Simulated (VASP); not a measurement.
# H4C (I-43m) in VASP: single point with HSE06

Aim: the single point of H4C with HSE06.

Program: VASP 6.6.1. These are calculated values, not measurements. Logs are shortened: lines on timing, memory, paths and dates and some standing lists are left out, and cuts for length are marked.

**1. The cell of the first run**

The structure is cubic, space group I-43m (No. 217). The conventional cell has a = 4.505 Å, b = 4.505 Å, c = 4.505 Å, α = 90.00°, β = 90.00°, γ = 90.00°. H (site symmetry 3m) has 1 C at 1.09 Å within 1.5 Å. Within 1.5 Å of C (site symmetry -43m) lie 4 H at 1.09 Å.

**2. Single point, HSE06**

POSCAR reads:

```
H4C
1.0
   -2.2526877324      2.2526877324      2.2526877324
    2.2526877324     -2.2526877324      2.2526877324
    2.2526877324      2.2526877324     -2.2526877324
H C
4 1
Direct
    0.0000000000      0.0000000000      0.7209276361
    0.7209276361      0.0000000000      0.0000000000
    0.0000000000      0.7209276361      0.0000000000
    0.2790723639      0.2790723639      0.2790723639
    0.0000000000      0.0000000000      0.0000000000
```

INCAR.step1 reads:

```
PREC = Accurate
ENCUT = 520
EDIFF = 1E-5
ISMEAR = 0
SIGMA = 0.01
LREAL = False
LASPH = True
NELM = 60
ALGO = Normal
ISIF = 2
LWAVE = True
GGA = PE
NBANDS = 12
```

INCAR.step2 reads:

```
PREC = Accurate
ENCUT = 520
EDIFF = 1E-7
ISMEAR = 0
SIGMA = 0.01
LREAL = False
LASPH = True
NELM = 60
ALGO = Normal
ISIF = 2
LWAVE = False
LCHARG = True
GGA = PE
LHFCALC = True
HFSCREEN = 0.2079
PRECFOCK = Fast
LELF = True
LVHAR = True
ISTART = 1
NBANDS = 12
```

KPOINTS reads:

```
Automatic mesh
0
Gamma
  4 4 4
```

Potentials or basis: VASP PAW PBE potentials, release 64 (H, C).

Command:

```sh
cat potpaw_PBE.64/H/POTCAR potpaw_PBE.64/C/POTCAR > POTCAR
cp INCAR.step1 INCAR
mpirun -np 1 vasp_std > vasp.out
cp INCAR.step2 INCAR
mpirun -np 1 vasp_std > vasp.out
```

OUTCAR:

```text
PREC = Accurate
   ENCUT = 520
   EDIFF = 1E-7
   ISMEAR = 0
   LREAL = False
   LASPH = True
   NELM = 60
   ISIF = 2
   GGA = PE
   LHFCALC = True
   HFSCREEN = 0.2079
   PRECFOCK = Fast
   ISTART = 1

 ion  position               nearest neighbor table
   1  0.000  0.000  0.721-   5 1.09
   2  0.721  0.000  0.000-   5 1.09
   3  0.000  0.721  0.000-   5 1.09
   4  0.279  0.279  0.279-   5 1.09
   5  0.000  0.000  0.000-   1 1.09   2 1.09   3 1.09   4 1.09

  LATTYP: Found a body centered cubic cell.
 ALAT       =     4.5053754648

  Lattice vectors:

 A1 = (  -2.2526877324,   2.2526877324,   2.2526877324)
 A2 = (   2.2526877324,  -2.2526877324,   2.2526877324)
 A3 = (   2.2526877324,   2.2526877324,  -2.2526877324)

Analysis of symmetry for initial positions (statically):
=====================================================================
 Subroutine PRICEL returns:
 Original cell was already a primitive cell.

 Routine SETGRP: Setting up the symmetry group for a
 body centered cubic supercell.

 Subroutine GETGRP returns: Found 24 space group operations
 (whereof 24 operations were pure point group operations)
 out of a pool of 48 trial point group operations.

The static configuration has the point symmetry T_d .

Analysis of symmetry for dynamics (positions and initial velocities):
=====================================================================
 Subroutine PRICEL returns:
 Original cell was already a primitive cell.

 Routine SETGRP: Setting up the symmetry group for a
 body centered cubic supercell.

 Subroutine GETGRP returns: Found 24 space group operations
 (whereof 24 operations were pure point group operations)
 out of a pool of 48 trial point group operations.

The dynamic configuration has the point symmetry T_d .

 Subroutine INISYM returns: Found 24 space group operations
 (whereof 24 operations are pure point group operations),
 and found     1 'primitive' translations

----------------------------------------------------------------------------------------

                                     Primitive cell

  volume of cell :      45.7260

  direct lattice vectors                    reciprocal lattice vectors
    -2.252687732  2.252687732  2.252687732     0.000000000  0.221957084  0.221957084
     2.252687732 -2.252687732  2.252687732     0.221957084  0.000000000  0.221957084
     2.252687732  2.252687732 -2.252687732     0.221957084  0.221957084  0.000000000

  length of vectors
     3.901769606  3.901769606  3.901769606     0.313894718  0.313894718  0.313894718

  position of ions in fractional coordinates (direct lattice)
     0.000000000  0.000000000  0.720927636
     0.720927636  0.000000000  0.000000000
     0.000000000  0.720927636  0.000000000
     0.279072364  0.279072364  0.279072364
     0.000000000  0.000000000  0.000000000

  ion indices of the primitive-cell ions
   primitive index   ion index
                 1           1
                 2           2
                 3           3
                 4           4
                 5           5

----------------------------------------------------------------------------------------

 KPOINTS: Automatic mesh

Automatic generation of k-mesh.
 Grid dimensions read from file:
 generate k-points for:    4    4    4

 Generating k-lattice:

  Cartesian coordinates                     Fractional coordinates (reciprocal lattice)
     0.000000000  0.055489271  0.055489271     0.250000000  0.000000000  0.000000000
     0.055489271  0.000000000  0.055489271     0.000000000  0.250000000  0.000000000
     0.055489271  0.055489271  0.000000000     0.000000000  0.000000000  0.250000000

  Length of vectors
     0.078473680  0.078473680  0.078473680

  Shift w.r.t. Gamma in fractional coordinates (k-lattice)
     0.000000000  0.000000000  0.000000000

 Subroutine IBZKPT returns following result:
 ===========================================

 Found      8 irreducible k-points:

 Following reciprocal coordinates:
            Coordinates               Weight
  0.000000  0.000000  0.000000      1.000000
  0.250000  0.000000  0.000000     12.000000
  0.500000  0.000000  0.000000      6.000000
  0.250000  0.250000  0.000000     24.000000
  0.250000  0.250000  0.250000      2.000000
 -0.250000  0.250000  0.250000      6.000000
  0.500000  0.500000  0.250000     12.000000
  0.500000  0.500000  0.500000      1.000000
   k-points           NKPTS =      8   k-points in BZ     NKDIM =     64   number of bands    NBANDS=     12
   number of dos      NEDOS =    301   number of ions     NIONS =      5
   total plane-waves  NPLWV =  27000
   dimension x,y,z NGX =    30 NGY =   30 NGZ =   30
   dimension x,y,z NGXF=    60 NGYF=   60 NGZF=   60
   ions per type =               4   1
   NGX,Y,Z   is equivalent  to a cutoff of  12.78, 12.78, 12.78 a.u.
   NGXF,Y,Z  is equivalent  to a cutoff of  25.56, 25.56, 25.56 a.u.
 SYSTEM =  unknown system
   PREC   = accura    normal or accurate (medium, high low for compatibility)
   ISTART =      1    job   : 0-new  1-cont  2-samecut
   ICHARG =      0    charge: 1-file 2-atom 10-const
   ISPIN  =      1    spin polarized calculation?
   LNONCOLLINEAR =      F non collinear calculations
   LSORBIT =      F    spin-orbit coupling
   LASPH  =      T    aspherical Exc in radial PAW
   ENCUT  =  520.0 eV  38.22 Ry    6.18 a.u.   7.25  7.25  7.25*2*pi/ulx,y,z
   NELM   =     60;   NELMIN=  2; NELMDL=  0     # of ELM steps
   EDIFF  = 0.1E-06   stopping-criterion for ELM
   LREAL  =      F    real-space projection
   EDIFFG = 0.1E-05   stopping-criterion for IOM
   NSW    =      0    number of steps for IOM
   IBRION =     -1    ionic relax: 0-MD 1-quasi-New 2-CG
   NFREE  =      0    steps in history (QN), initial steepest desc. (CG)
   ISIF   =      2    stress and relaxation
   ISYM   =      3    0-nonsym 1-usesym 2-fastsym
   POTIM  = 0.5000    time-step for ionic-motion
   TEBEG  =    0.0;   TEEND  =   0.0 temperature during run
   PSTRESS=    0.0 pullay stress
   NELECT =       8.0000    total number of electrons
   NUPDOWN=      -1.0000    fix difference up-down
   EMIN   =  10.00;   EMAX   =-10.00  energy-range for DOS
   EFERMI =   0.00;   METHOD = LEGACY
   ISMEAR =     0;   SIGMA  =   0.01  broadening in eV -4-tet -1-fermi 0-gaus
   EFERMI_NEDOS =   21; number of points for ismear=-14 and -15
   IALGO  =     38    algorithm
   IMIX   =      1    mixing-type and parameters
     AMIX     =   0.40;   BMIX     =  1.00
     AMIX_MAG =   1.60;   BMIX_MAG =  1.00
  volume/ion in A,a.u.               =       9.15        61.71
  Fermi-wavevector in a.u.,A,eV,Ry     =   0.915624  1.730278 11.406680  0.838367
  Thomas-Fermi vector in A             =   2.040387
   LORBIT       =      0    0 simple, 1 ext, 2 COOP (PROOUT), +10 PAW based schemes
   GGA     = PE    functional components
   LHFCALC =     T    Hartree Fock is set to
   PRECFOCK=fast      Normal, Fast or Accurate (Low or Medium for compatibility)
   ENCUT4O =  -1.0   cutoff for four orbital integrals eV
   NKREDX  =     1    reduce k-point grid by
   NKREDY  =     1    reduce k-point grid by
   NKREDZ  =     1    reduce k-point grid by
   AEXX    =    0.2500 exact exchange contribution
   HFSCREEN=    0.2079 screening length (either q_TF or 0.3 A-1)
   HFSCREENC=   0.2079 screening length for correlation (either q_TF or 0.3 A-1)
   ENCUTFOCK=  -1.0 apply spherical cutoff to Coloumb kernel
   IVDW    =     0    specifies the selected vdW correction
   LEPSILON=     F    determine dielectric tensor
   LRPA    =     F    only Hartree local field effects (RPA)
 non-spin polarized calculation
 Gauss-broadening in eV      SIGMA  =   0.01
  energy-cutoff  :      520.00
  volume of cell :       45.73
 maximum number of plane-waves:      1264
 NGX is ok and might be reduce to    30
  NGX = 18; NGY = 18; NGZ = 18

 number of electron       7.9999999 magnetization

 Free energy of the ion-electron system (eV)
  ---------------------------------------------------
  ext. energy  EPLUGINS =         0.00000000
  ---------------------------------------------------
  free energy    TOTEN  =       -27.57941500 eV

  energy without entropy =      -27.57941500  energy(sigma->0) =      -27.57941500

 E-fermi :  -7.0648     XC(G=0):  -5.6220

 val. band max:       -7.1150678374   @ k =   0.0000   0.0000   0.0000
 cond. band min:       2.3426697626   @ k =   0.0000   0.0000   0.0000
 fundamental gap:      9.4577376000
 Fermi energy:        -7.0647768720

 k-point     1 :       0.0000    0.0000    0.0000
  band No.  band energies     occupation
      1     -16.7750      2.00000
      2      -7.1151      2.00000
      3      -7.1151      2.00000
      4      -7.1151      2.00000
      5       2.3427      0.00000
      6       7.2453      0.00000
      7       7.2453      0.00000
      8       7.2453      0.00000
      9      12.2046      0.00000
     10      12.2046      0.00000
     11      12.7548      0.00000
     12      12.7548      0.00000

 k-point     2 :       0.2500    0.0000    0.0000
  band No.  band energies     occupation
      1     -16.5250      2.00000
      2      -7.9167      2.00000
      3      -7.3832      2.00000
      4      -7.1330      2.00000
      5       3.4425      0.00000
      6       6.3033      0.00000
      7       6.6262      0.00000
      8       8.8518      0.00000
      9      10.5485      0.00000
     10      11.0756      0.00000
     11      15.3511      0.00000
     12      15.3869      0.00000
[... 61 lines left out ...]
 k-point     7 :       0.5000    0.5000    0.2500
  band No.  band energies     occupation
      1     -16.0713      2.00000
      2      -8.4526      2.00000
      3      -7.9402      2.00000
      4      -7.7056      2.00000
      5       5.3121      0.00000
      6       5.8677      0.00000
      7       7.2932      0.00000
      8       7.9285      0.00000
      9      10.6681      0.00000
     10      11.7953      0.00000
     11      13.3723      0.00000
     12      14.6393      0.00000

 k-point     8 :       0.5000    0.5000    0.5000
  band No.  band energies     occupation
      1     -15.8846      2.00000
      2      -8.2216      2.00000
      3      -8.2216      2.00000
      4      -8.2216      2.00000
      5       5.0735      0.00000
      6       5.0735      0.00000
      7       9.7081      0.00000
      8       9.7081      0.00000
      9       9.7081      0.00000
     10      12.9215      0.00000
     11      12.9215      0.00000
     12      13.0196      0.00000

------------------------ aborting loop because EDIFF is reached ----------------------------------------

  FORCE on cell =-STRESS in cart. coord.  units (eV):
  Direction    XX          YY          ZZ          XY          YZ          ZX
  --------------------------------------------------------------------------------------
  -------------------------------------------------------------------------------------
  Total        0.1804435      0.1804435      0.1804435      0.0000000     -0.0000000     -0.0000000
  in kB        6.3225007      6.3225007      6.3225007      0.0000000     -0.0000000     -0.0000000
  external PRESSURE =       6.3225007 kB  Pullay stress =       0.0000000 kB

 VOLUME and BASIS-vectors are now :
 -----------------------------------------------------------------------------
  energy-cutoff  :      520.00
  volume of cell :       45.73
      direct lattice vectors                 reciprocal lattice vectors
    -2.252687732  2.252687732  2.252687732     0.000000000  0.221957084  0.221957084
     2.252687732 -2.252687732  2.252687732     0.221957084  0.000000000  0.221957084
     2.252687732  2.252687732 -2.252687732     0.221957084  0.221957084  0.000000000

 POSITION                                       TOTAL-FORCE (eV/Angst)
 -----------------------------------------------------------------------------------
      1.62402      1.62402     -1.62402         0.005976      0.005976     -0.005976
     -1.62402      1.62402      1.62402        -0.005976      0.005976      0.005976
      1.62402     -1.62402      1.62402         0.005976     -0.005976      0.005976
      0.62866      0.62866      0.62866        -0.005976     -0.005976     -0.005976
      0.00000      0.00000      0.00000         0.000000      0.000000     -0.000000
 -----------------------------------------------------------------------------------
    total drift:                               -0.000002      0.000001     -0.000001

  FREE ENERGIE OF THE ION-ELECTRON SYSTEM (eV)
  ---------------------------------------------------
  free  energy   TOTEN  =       -27.5794150025 eV

  energy  without entropy=      -27.5794150025  energy(sigma->0) =      -27.57941500
```

Wall time 60 s (1 thread of AMD EPYC 7R43 (Zen 3), shared host); peak memory 0.23 GiB.

What came out:

| Item | Value |
| --- | --- |
| Free energy | -27.5794 eV |
| Pressure | 0.6 GPa |
| Largest force | 0.010 eV/Å |
| Band gap on the k mesh | 9.46 eV |

Forces on the atoms (eV/Å):
```
H    0.006  0.006 -0.006
H   -0.006  0.006  0.006
H    0.006 -0.006  0.006
H   -0.006 -0.006 -0.006
C    0.000  0.000  0.000
```

Levels at points of the mesh, in eV from the valence-band top:
```tsv
k point	band 1	band 2	band 3	band 4	band 5	band 6	band 7	band 8
(0.00, 0.00, 0.00)	-9.66	0.00	0.00	0.00	9.46	14.36	14.36	14.36
(0.50, 0.00, 0.00)	-9.13	-1.55	-0.51	-0.04	11.25	12.78	13.71	18.40
(0.50, 0.50, 0.50)	-8.77	-1.11	-1.11	-1.11	12.19	12.19	16.82	16.82
```

Caveat: the k points lie up to 0.49 Å⁻¹ apart; this functional lacks dispersion, which holds the molecules together, so the pressure and a relaxed volume are unreliable; the PAW data sets were made with another functional, which shifts forces and pressure a little.
